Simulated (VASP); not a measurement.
CdF2:

```
CELL_PARAMETERS angstrom
3.85249 0.00000 0.00000
0.00000 3.85249 0.00000
0.00000 0.00000 5.55997
ATOMIC_POSITIONS crystal
Cd 0.00000 0.00000 0.00000
F 0.50000 0.00000 0.17129
F 0.00000 0.50000 0.82871
```

This cell differs from its parent crystal: atoms taken out.

```yaml
Program: VASP 6.6.1
Task: relaxation of cell and atoms
Functional: PBE
Potentials_or_basis: VASP PAW PBE potentials, release 64 (Cd_sv_GW, F)
Cutoff: 700 eV
k_mesh: 6 × 6 × 4
Occupations: gaussian, width 0.02 eV
Spin: no spin polarisation
```

At the start: pressure -0.3 GPa; volume 27.51 Å³/atom.

How do energy, volume and symmetry change on relaxing?

Over 42 steps the energy falls by 59.7 meV/atom and the volume is 15.59 Å³/atom (-43.3 %); space group P-4m2 (No. 115, to 0.1 Å) before and after.

The path:
```tsv
step	energy change (eV)	largest force (eV/Å)	pressure (GPa)	volume (Å³)
1	0.0000	0.0119	-0.30	82.52
3	-0.0009	0.0498	0.10	81.67
5	-0.0039	0.0598	0.09	80.75
7	-0.0154	0.1074	0.08	76.49
9	-0.0259	0.1456	-0.24	69.99
11	-0.0314	0.0533	-1.20	68.26
13	-0.0420	0.0511	-1.34	65.92
15	-0.0879	0.1383	-1.29	56.67
17	-0.0732	0.3008	0.18	55.05
19	-0.0699	0.3587	0.74	52.67
21	-0.0681	0.3717	0.89	51.98
23	-0.0756	0.3391	0.79	49.41
25	-0.1238	0.1923	-0.39	48.68
27	-0.1767	0.0046	0.19	45.71
29	-0.1775	0.0191	0.07	45.76
31	-0.1779	0.0287	0.06	45.80
33	-0.1782	0.0269	0.11	45.86
35	-0.1784	0.0524	-0.41	46.70
37	-0.1787	0.0365	-0.14	46.36
39	-0.1790	0.0059	0.23	46.58
41	-0.1791	0.0065	0.12	46.58
42	-0.1792	0.0045	-0.08	46.77
```

Final structure:
```xyz
3
Lattice="3.7740 0.0000 0.0000 0.0000 3.7740 0.0000 0.0000 0.0000 3.2835" Properties=species:S:1:pos:R:3 pbc="T T T"
Cd    0.0000    0.0000    0.0000
F     1.8870    0.0000    1.1025
F     0.0000    1.8870    2.1810
```

Caveat: the cell differs from its parent crystal (atoms taken out); the volume moved by over 15 % at a fixed basis, so the end points are rough.
